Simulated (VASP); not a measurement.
# InSe (C2/m) in VASP: a series of runs, part 2 of 2

VASP 6.6.1. The steps go on from the part before.

## (4) Single point, r2SCAN

This run uses another cell than the first one, of 27.99 Å³/atom, 0.980 times its volume.

File POSCAR:

```
InSe
1.0
    5.7872883920     -2.0408589492      0.0000000000
    5.7872883920      2.0408589492      0.0000000000
   -1.7116673433      0.0000000000      4.7393244240
In Se
2 2
Direct
    0.8882032500      0.8882032500      0.0468413600
    0.1117967500      0.1117967500      0.9531586400
    0.6609275900      0.6609275900      0.6689556200
    0.3390724100      0.3390724100      0.3310443800
```

File INCAR.step1:

```
SYSTEM = InSe
  ALGO = Normal
  EDIFF = 1E-4
  ENCUT = 520
  GGA = PE
  ISMEAR = -1
  LASPH = .TRUE.
  LCHARG = .FALSE.
  LREAL = .FALSE.
  LWAVE = .TRUE.
  NBANDS = 27
  NELM = 80
  PREC = Accurate
  SIGMA = 0.05
```

File INCAR.step2:

```
SYSTEM = InSe
  ALGO = Normal
  EDIFF = 1E-7
  ENCUT = 520
  ISIF = 2
  ISMEAR = -1
  ISTART = 1
  LASPH = .TRUE.
  LCHARG = .FALSE.
  LMIXTAU = .TRUE.
  LREAL = .FALSE.
  LWAVE = .FALSE.
  METAGGA = R2SCAN
  NBANDS = 27
  NELM = 80
  PREC = Accurate
  SIGMA = 0.05
```

File KPOINTS:

```
k-points
0
G
  7 7 6
  0 0 0
```

Potentials or basis: VASP PAW PBE potentials, release 64 (In_d, Se).

Launch:

```sh
> cat potpaw_PBE.64/In_d/POTCAR potpaw_PBE.64/Se/POTCAR > POTCAR
> cp INCAR.step1 INCAR
> mpirun -np 1 vasp_std > vasp.out
> cp INCAR.step2 INCAR
> mpirun -np 1 vasp_std > vasp.out
```

OUTCAR:

```text
SYSTEM = InSe
   EDIFF = 1E-7
   ENCUT = 520
   ISIF = 2
   ISMEAR = -1
   ISTART = 1
   LASPH = .TRUE.
   LREAL = .FALSE.
   METAGGA = R2SCAN
   NELM = 80
   PREC = Accurate

 ion  position               nearest neighbor table
   1  0.888  0.888  0.047-   4 2.66   4 2.66   3 2.67   2 2.78   2 3.69   2 3.69
   2  0.112  0.112  0.953-   3 2.66   3 2.66   4 2.67   1 2.78   1 3.69   1 3.69
   3  0.661  0.661  0.669-   2 2.66   2 2.66   1 2.67
   4  0.339  0.339  0.331-   1 2.66   1 2.66   2 2.67

  LATTYP: Found a base centered monoclinic cell.
 ALAT       =    11.5745767840
 B/A-ratio  =     0.3526451096
 C/A-ratio  =     0.4353462338
 COS(beta)  =    -0.3396874117

  Lattice vectors:

 A1 = (   5.7872883920,  -2.0408589492,   0.0000000000)
 A2 = (   5.7872883920,   2.0408589492,   0.0000000000)
 A3 = (  -1.7116673433,   0.0000000000,   4.7393244240)

Analysis of symmetry for initial positions (statically):
=====================================================================
 Subroutine PRICEL returns:
 Original cell was already a primitive cell.

 Routine SETGRP: Setting up the symmetry group for a
 base centered monoclinic supercell.

 Subroutine GETGRP returns: Found  4 space group operations
[... 171 lines left out ...]
 val. band max:        3.8886400373   @ k =  -0.4286  -0.4286   0.1667
 cond. band min:       5.4317375708   @ k =   0.0000   0.0000   0.5000
 fundamental gap:      1.5430975336
 Fermi energy:         4.6894336472

 k-point     1 :       0.0000    0.0000    0.0000
  band No.  band energies     occupation
      1     -11.1585      2.00000
      2     -11.0066      2.00000
      3     -10.8134      2.00000
      4     -10.7744      2.00000
      5     -10.7315      2.00000
      6     -10.7244      2.00000
[... 709 lines left out ...]
     26      11.1377      0.00000
     27      12.4446      0.00000

 [... further k-points ...]

------------------------ aborting loop because EDIFF is reached ----------------------------------------

  FORCE on cell =-STRESS in cart. coord.  units (eV):
  Direction    XX          YY          ZZ          XY          YZ          ZX
  --------------------------------------------------------------------------------------
  -------------------------------------------------------------------------------------
  Total        0.8293884      0.7457510      0.6535934      0.0000000      0.0000000      0.0330044
  in kB       11.8695434     10.6725907      9.3537055      0.0000000      0.0000000      0.4723326
  external PRESSURE =      10.6319465 kB  Pullay stress =       0.0000000 kB

 VOLUME and BASIS-vectors are now :
 -----------------------------------------------------------------------------
  energy-cutoff  :      520.00
  volume of cell :      111.95
      direct lattice vectors                 reciprocal lattice vectors
     5.787288392 -2.040858949  0.000000000     0.086396247 -0.244994883  0.031203105
     5.787288392  2.040858949  0.000000000     0.086396247  0.244994883  0.031203105
    -1.711667343  0.000000000  4.739324424     0.000000000  0.000000000  0.211000537

 POSITION                                       TOTAL-FORCE (eV/Angst)
 -----------------------------------------------------------------------------------
     10.20040      0.00000      0.22200         0.079291      0.000000     -0.025158
     -0.33749      0.00000      4.51733        -0.079291      0.000000      0.025158
      6.50493      0.00000      3.17040         0.035266      0.000000     -0.173033
      3.35798      0.00000      1.56893        -0.035266      0.000000      0.173033
 -----------------------------------------------------------------------------------
    total drift:                               -0.000000     -0.000000      0.000000

  FREE ENERGIE OF THE ION-ELECTRON SYSTEM (eV)
  ---------------------------------------------------
  free  energy   TOTEN  =       -76.3501666481 eV

  energy  without entropy=      -76.3501666433  energy(sigma->0) =      -76.35016665
```

OUTCAR.step1:

```text
SYSTEM = InSe
   EDIFF = 1E-4
   ENCUT = 520
   GGA = PE
   ISMEAR = -1
   LASPH = .TRUE.
   LREAL = .FALSE.
   NELM = 80
[... 949 lines left out ...]
     -0.33749      0.00000      4.51733        -0.161967      0.000000      0.051192
      6.50493      0.00000      3.17040         0.027201      0.000000     -0.415056
      3.35798      0.00000      1.56893        -0.027201      0.000000      0.415056
 -----------------------------------------------------------------------------------
    total drift:                               -0.000000     -0.000000      0.000000

  FREE ENERGIE OF THE ION-ELECTRON SYSTEM (eV)
  ---------------------------------------------------
  free  energy   TOTEN  =       -14.0257232696 eV

  energy  without entropy=      -14.0257231027  energy(sigma->0) =      -14.02572319
```

OSZICAR.step1:

```text
N       E                     dE             d eps       ncg     rms          rms(c)
DAV:   1     0.335618078460E+03    0.33562E+03   -0.17521E+04  4752   0.158E+03
DAV:   2     0.260121371512E+02   -0.30961E+03   -0.30020E+03  4795   0.389E+02
DAV:   3    -0.127605504458E+02   -0.38773E+02   -0.38107E+02  5930   0.145E+02
DAV:   4    -0.144564597754E+02   -0.16959E+01   -0.16904E+01  5807   0.311E+01
DAV:   5    -0.145103882641E+02   -0.53928E-01   -0.53921E-01  6837   0.565E+00    0.655E+00
DAV:   6    -0.140452613293E+02    0.46513E+00   -0.86919E-01  6807   0.148E+01    0.396E+00
DAV:   7    -0.140254004535E+02    0.19861E-01   -0.38237E-01  7221   0.449E+00    0.123E+00
DAV:   8    -0.140246944608E+02    0.70599E-03   -0.41301E-02  7192   0.222E+00    0.575E-01
DAV:   9    -0.140257118992E+02   -0.10174E-02   -0.60803E-03  6328   0.802E-01    0.196E-01
DAV:  10    -0.140257232696E+02   -0.11370E-04   -0.51115E-04  5926   0.187E-01
   1 F= -.14025723E+02 E0= -.14025723E+02  d E =-.166828E-06
```

Wall time 19 min (1 thread of AMD EPYC 9R45 (Zen 5), shared host); peak memory 0.44 GiB.

What came out:

| Item | Value |
| --- | --- |
| Free energy | -76.3502 eV |
| Pressure | 1.1 GPa |
| Largest force | 0.177 eV/Å |
| Band gap on the k mesh | 1.54 eV, indirect (least direct gap 1.69 eV) |

Forces on the atoms (eV/Å):
```
In   0.079  0.000 -0.025
In  -0.079  0.000  0.025
Se   0.035  0.000 -0.173
Se  -0.035  0.000  0.173
```

Caveat: the PAW data sets were made with another functional, which shifts forces and pressure a little; spin-orbit coupling is left out, which moves the levels of the heavy elements. A k mesh can miss the band edges.

## (5) Single point, PBEsol

This run uses another cell than the first one, of 26.85 Å³/atom, 0.940 times its volume.

File INCAR:

```
SYSTEM = InSe
ALGO     = Normal         ! electronic algorithm
EDIFF    = 1E-6           ! SCF threshold, eV
ENCUT    = 520            ! plane-wave cutoff, eV
GGA      = PS             ! functional
ISIF     = 2              ! what is computed and relaxed
ISMEAR   = -1             ! smearing method
LASPH    = .True.         ! aspherical terms in the spheres
LCHARG   = .False.        ! write CHGCAR
LREAL    = .False.        ! projectors in reciprocal space
LWAVE    = .False.        ! write WAVECAR
NBANDS   = 27             ! bands
NELM     = 80             ! most SCF steps
PREC     = Accurate       ! precision mode
SIGMA    = 0.05           ! smearing width, eV
```

File KPOINTS:

```
k-points
0
Gamma
  7 7 6
  0 0 0
```

File POSCAR:

```
InSe
1.0
    5.7074535273     -2.0127055746      0.0000000000
    5.7074535273      2.0127055746      0.0000000000
   -1.6880551226      0.0000000000      4.6739460813
In Se
2 2
Direct
    0.8882032500      0.8882032500      0.0468413600
    0.1117967500      0.1117967500      0.9531586400
    0.6609275900      0.6609275900      0.6689556200
    0.3390724100      0.3390724100      0.3310443800
```

Launch:

```sh
> cat potpaw_PBE.64/In_d/POTCAR potpaw_PBE.64/Se/POTCAR > POTCAR
> mpirun -np 1 vasp_std > vasp.out
```

Wall time 6.2 min (1 thread of Intel Xeon 6975P-C, shared host); peak memory 0.43 GiB.

Results (log left out):

```yaml
Free_energy: -15.4780 eV
Pressure: 2.4 GPa
Largest_force: 0.604 eV/Å
Band_gap_on_the_k_mesh: 1.17 eV, indirect (least direct gap 1.35 eV)
```

Forces on the atoms (eV/Å):
```
In   0.279  0.000 -0.076
In  -0.279  0.000  0.076
Se   0.042  0.000 -0.603
Se  -0.042  0.000  0.603
```

Stress tensor (GPa, compression positive):
```
2.57 0.00 0.13
0.00 2.56 0.00
0.13 0.00 2.03
```

Levels at points of the mesh, in eV from the valence-band top:
| k point | band 15 | band 16 | band 17 | band 18 | band 19 | band 20 | band 21 | band 22 | band 23 | band 24 |
| --- | --- | --- | --- | --- | --- | --- | --- | --- | --- | --- |
| (0.00, 0.00, 0.00) | -3.84 | -2.45 | -2.12 | -1.49 | -1.21 | 2.79 | 3.06 | 3.66 | 4.95 | 5.48 |
| (0.00, 0.00, 0.50) | -2.35 | -1.90 | -1.59 | -1.12 | -0.39 | 1.17 | 2.11 | 3.69 | 3.92 | 6.42 |

Caveat: the PAW data sets were made with another functional, which shifts forces and pressure a little; spin-orbit coupling is left out, which moves the levels of the heavy elements.

## (6) Single point, PBEsol

This run uses another cell than the first one, of 27.42 Å³/atom, 0.960 times its volume.

File INCAR:

```
  PREC = Accurate
  ENCUT = 520
  EDIFF = 1E-7
  ISMEAR = -1
  SIGMA = 0.05
  LREAL = False
  LASPH = True
  NELM = 60
  ALGO = Normal
  ISIF = 2
  LWAVE = False
  LCHARG = False
  GGA = PS
  NBANDS = 27
```

File KPOINTS:

```
Automatic mesh
0
Gamma
  7 7 6
```

File POSCAR:

```
InSe
1.0
    5.7476481863     -2.0268800245      0.0000000000
    5.7476481863      2.0268800245      0.0000000000
   -1.6999432264      0.0000000000      4.7068622790
In Se
2 2
Direct
    0.8882032500      0.8882032500      0.0468413600
    0.1117967500      0.1117967500      0.9531586400
    0.6609275900      0.6609275900      0.6689556200
    0.3390724100      0.3390724100      0.3310443800
```

Potentials or basis: VASP PAW PBE potentials, release 64 (In_d, Se).

Launch:

```sh
> cat potpaw_PBE.64/In_d/POTCAR potpaw_PBE.64/Se/POTCAR > POTCAR
> mpirun -np 1 vasp_std > vasp.out
```

OUTCAR:

```text
PREC = Accurate
   ENCUT = 520
   EDIFF = 1E-7
   ISMEAR = -1
   LREAL = False
   LASPH = True
   NELM = 60
   ISIF = 2
   GGA = PS

 ion  position               nearest neighbor table
   1  0.888  0.888  0.047-   4 2.64   4 2.64   3 2.65   2 2.76   2 3.66   2 3.66
   2  0.112  0.112  0.953-   3 2.64   3 2.64   4 2.65   1 2.76   1 3.66   1 3.66
   3  0.661  0.661  0.669-   2 2.64   2 2.64   1 2.65
   4  0.339  0.339  0.331-   1 2.64   1 2.64   2 2.65

  LATTYP: Found a base centered monoclinic cell.
 ALAT       =    11.4952963726
 B/A-ratio  =     0.3526451096
 C/A-ratio  =     0.4353462338
 COS(beta)  =    -0.3396874117

  Lattice vectors:

 A1 = (   5.7476481863,  -2.0268800245,   0.0000000000)
 A2 = (   5.7476481863,   2.0268800245,   0.0000000000)
 A3 = (  -1.6999432264,   0.0000000000,   4.7068622790)

Analysis of symmetry for initial positions (statically):
=====================================================================
 Subroutine PRICEL returns:
 Original cell was already a primitive cell.

 Routine SETGRP: Setting up the symmetry group for a
 base centered monoclinic supercell.

 Subroutine GETGRP returns: Found  4 space group operations
 (whereof  4 operations were pure point group operations)
 out of a pool of  4 trial point group operations.

The static configuration has the point symmetry C_2h.

Analysis of symmetry for dynamics (positions and initial velocities):
=====================================================================
 Subroutine PRICEL returns:
 Original cell was already a primitive cell.

 Routine SETGRP: Setting up the symmetry group for a
 base centered monoclinic supercell.

 Subroutine GETGRP returns: Found  4 space group operations
 (whereof  4 operations were pure point group operations)
[... 114 lines left out ...]
   POTIM  = 0.5000    time-step for ionic-motion
   TEBEG  =    0.0;   TEEND  =   0.0 temperature during run
   PSTRESS=    0.0 pullay stress
   NELECT =      38.0000    total number of electrons
   NUPDOWN=      -1.0000    fix difference up-down
   EMIN   =  10.00;   EMAX   =-10.00  energy-range for DOS
   EFERMI =   0.00;   METHOD = LEGACY
   ISMEAR =    -1;   SIGMA  =   0.05  broadening in eV -4-tet -1-fermi 0-gaus
   EFERMI_NEDOS =   21; number of points for ismear=-14 and -15
   IALGO  =     38    algorithm
   IMIX   =      4    mixing-type and parameters
     AMIX     =   0.40;   BMIX     =  1.00
     AMIX_MAG =   1.60;   BMIX_MAG =  1.00
  volume/ion in A,a.u.               =      27.42       185.02
  Fermi-wavevector in a.u.,A,eV,Ry     =   1.149854  2.172909 17.989144  1.322165
  Thomas-Fermi vector in A             =   2.286522
   LORBIT       =      0    0 simple, 1 ext, 2 COOP (PROOUT), +10 PAW based schemes
   GGA     = PS    functional components
   LHFCALC =     F    Hartree Fock is set to
   AEXX    =    0.0000 exact exchange contribution
   IVDW    =     0    specifies the selected vdW correction
   LEPSILON=     F    determine dielectric tensor
   LRPA    =     F    only Hartree local field effects (RPA)
 non-spin polarized calculation
  energy-cutoff  :      520.00
  volume of cell :      109.67
 maximum number of plane-waves:      2980
 NGX is ok and might be reduce to    48
   NGX = 23   NGY = 23   NGZ = 19

 number of electron      37.9999998 magnetization

 Free energy of the ion-electron system (eV)
  ---------------------------------------------------
  ext. energy  EPLUGINS =         0.00000000
  ---------------------------------------------------
  free energy    TOTEN  =       -15.50293855 eV

  energy without entropy =      -15.50293833  energy(sigma->0) =      -15.50293844

 E-fermi :   4.8000     XC(G=0):  -9.4531

 val. band max:        4.2014195329   @ k =  -0.4286  -0.4286   0.1667
 cond. band min:       5.3374645896   @ k =   0.0000   0.0000   0.5000
 fundamental gap:      1.1360450567
 Fermi energy:         4.8000054847

 k-point     1 :       0.0000    0.0000    0.0000
  band No.  band energies     occupation
      1     -10.3399      2.00000
      2     -10.1879      2.00000
      3      -9.9817      2.00000
      4      -9.9506      2.00000
      5      -9.9027      2.00000
      6      -9.8986      2.00000
[... 709 lines left out ...]
     26      10.9559      0.00000
     27      12.1451      0.00000

 [... further k-points ...]
[... 5 lines left out ...]
  --------------------------------------------------------------------------------------
  -------------------------------------------------------------------------------------
  Total        0.7385818      0.8232802      0.6434618      0.0000000      0.0000000      0.0587701
  in kB       10.7901994     12.0275884      9.4005589      0.0000000      0.0000000      0.8585932
  external PRESSURE =      10.7394489 kB  Pullay stress =       0.0000000 kB

 VOLUME and BASIS-vectors are now :
 -----------------------------------------------------------------------------
  energy-cutoff  :      520.00
  volume of cell :      109.67
      direct lattice vectors                 reciprocal lattice vectors
     5.747648186 -2.026880025  0.000000000     0.086992102 -0.246684557  0.031418305
     5.747648186  2.026880025  0.000000000     0.086992102  0.246684557  0.031418305
    -1.699943226  0.000000000  4.706862279     0.000000000  0.000000000  0.212455759

 POSITION                                       TOTAL-FORCE (eV/Angst)
 -----------------------------------------------------------------------------------
     10.13053      0.00000      0.22048         0.174340      0.000000     -0.053125
     -0.33518      0.00000      4.48639        -0.174340      0.000000      0.053125
      6.46037      0.00000      3.14868         0.032037      0.000000     -0.414202
      3.33498      0.00000      1.55818        -0.032037      0.000000      0.414202
 -----------------------------------------------------------------------------------
    total drift:                               -0.000000     -0.000000      0.000000

  FREE ENERGIE OF THE ION-ELECTRON SYSTEM (eV)
  ---------------------------------------------------
  free  energy   TOTEN  =       -15.5029385534 eV

  energy  without entropy=      -15.5029383275  energy(sigma->0) =      -15.50293844
```

OSZICAR:

```text
N       E                     dE             d eps       ncg     rms          rms(c)
DAV:   1     0.335953901299E+03    0.33595E+03   -0.17533E+04  4760   0.159E+03
DAV:   2     0.236071251751E+02   -0.31235E+03   -0.30298E+03  4815   0.390E+02
DAV:   3    -0.143365122003E+02   -0.37944E+02   -0.37243E+02  5993   0.144E+02
DAV:   4    -0.159466053740E+02   -0.16101E+01   -0.16055E+01  5756   0.304E+01
DAV:   5    -0.159992922064E+02   -0.52687E-01   -0.52679E-01  6967   0.557E+00    0.664E+00
DAV:   6    -0.155428982352E+02    0.45639E+00   -0.82528E-01  6660   0.156E+01    0.392E+00
DAV:   7    -0.155066857537E+02    0.36212E-01   -0.34677E-01  7308   0.494E+00    0.114E+00
DAV:   8    -0.155029604330E+02    0.37253E-02   -0.40999E-02  7288   0.227E+00    0.582E-01
DAV:   9    -0.155029200327E+02    0.40400E-04   -0.49557E-03  6709   0.691E-01    0.182E-01
DAV:  10    -0.155029174844E+02    0.25483E-05   -0.40085E-04  6073   0.155E-01    0.961E-02
DAV:  11    -0.155029420455E+02   -0.24561E-04   -0.12992E-04  6581   0.134E-01    0.260E-02
DAV:  12    -0.155029381555E+02    0.38901E-05   -0.16992E-05  6332   0.393E-02    0.178E-02
DAV:  13    -0.155029385037E+02   -0.34826E-06   -0.30308E-06  6918   0.109E-02    0.631E-03
DAV:  14    -0.155029385534E+02   -0.49637E-07   -0.59816E-07  5389   0.106E-02
   1 F= -.15502939E+02 E0= -.15502938E+02  d E =-.225843E-06
```

stdout:

```text
POSCAR found type information on POSCAR InSe
 POSCAR found :  2 types and       4 ions
 scaLAPACK will be used
 -----------------------------------------------------------------------------
|                                                                             |
|                                                                             |
|     You enforced a specific xc type in the INCAR file but a different       |
|     I HOPE YOU KNOW WHAT YOU ARE DOING!                                     |
|                                                                             |
 -----------------------------------------------------------------------------

 LDA part: xc-table for (Slater+PW92), standard interpolation
 POSCAR, INCAR and KPOINTS ok, starting setup
 FFT: planning ... GRIDC
 FFT: planning ... GRID_SOFT
 FFT: planning ... GRID
 WAVECAR not read
 entering main loop
```

It took 9.1 min on 1 thread of Intel Xeon 6975P-C, shared host; peak memory 0.43 GiB.

Results:

```yaml
Free_energy: -15.5029 eV
Pressure: 1.1 GPa
Largest_force: 0.415 eV/Å
Band_gap_on_the_k_mesh: 1.14 eV, indirect (least direct gap 1.28 eV)
```

Forces in eV/Å, atoms in the order of the input:
```
In   0.174  0.000 -0.053
In  -0.174  0.000  0.053
Se   0.032  0.000 -0.414
Se  -0.032  0.000  0.414
```

Stress tensor (GPa, compression positive):
```
1.08 0.00 0.09
0.00 1.20 0.00
0.09 0.00 0.94
```

Levels at points of the mesh, in eV from the valence-band top:
```tsv
k point	band 15	band 16	band 17	band 18	band 19	band 20	band 21	band 22	band 23	band 24
(0.00, 0.00, 0.00)	-3.79	-2.38	-2.07	-1.44	-1.18	2.77	3.00	3.63	4.91	5.47
(0.00, 0.00, 0.50)	-2.29	-1.85	-1.54	-1.10	-0.39	1.14	2.09	3.63	3.90	6.38
```

Caveat: the PAW data sets were made with another functional, which shifts forces and pressure a little; spin-orbit coupling is left out, which moves the levels of the heavy elements. A k mesh can miss the band edges.

## (7) Summary

| level | cell | k mesh | gap on the mesh (eV) | pressure (GPa) | largest force (eV/Å) |
| --- | --- | --- | --- | --- | --- |
| PBEsol | a = 6.178, b = 6.178, c = 5.073 Å, angles 108.7, 108.7, 38.8°, 4 atoms | 5 × 5 × 4 | 1.04 | -1.1 | 0.08 |
| PBEsol | a = 6.299, b = 6.299, c = 5.172 Å, angles 108.7, 108.7, 38.8°, 4 atoms | 7 × 7 × 6 | 0.97 | -3.5 | 0.33 |
| r2SCAN | a = 6.137, b = 6.137, c = 5.039 Å, angles 108.7, 108.7, 38.8°, 4 atoms | 7 × 7 × 6 | 1.54 | 1.1 | 0.18 |
| PBEsol | a = 6.052, b = 6.052, c = 4.969 Å, angles 108.7, 108.7, 38.8°, 4 atoms | 7 × 7 × 6 | 1.17 | 2.4 | 0.60 |
| PBEsol | a = 6.095, b = 6.095, c = 5.004 Å, angles 108.7, 108.7, 38.8°, 4 atoms | 7 × 7 × 6 | 1.14 | 1.1 | 0.42 |

Alike in all rows: task single point; potentials or basis VASP PAW PBE potentials, release 64 (In_d, Se); no spin polarisation; cutoff (eV) 520; smearing fermi-dirac 0.05 eV.

Caveats: the PAW data sets were made with another functional, which shifts forces and pressure a little; spin-orbit coupling is left out, which moves the levels of the heavy elements.

Absolute energies hang on the potentials; compare differences alone.
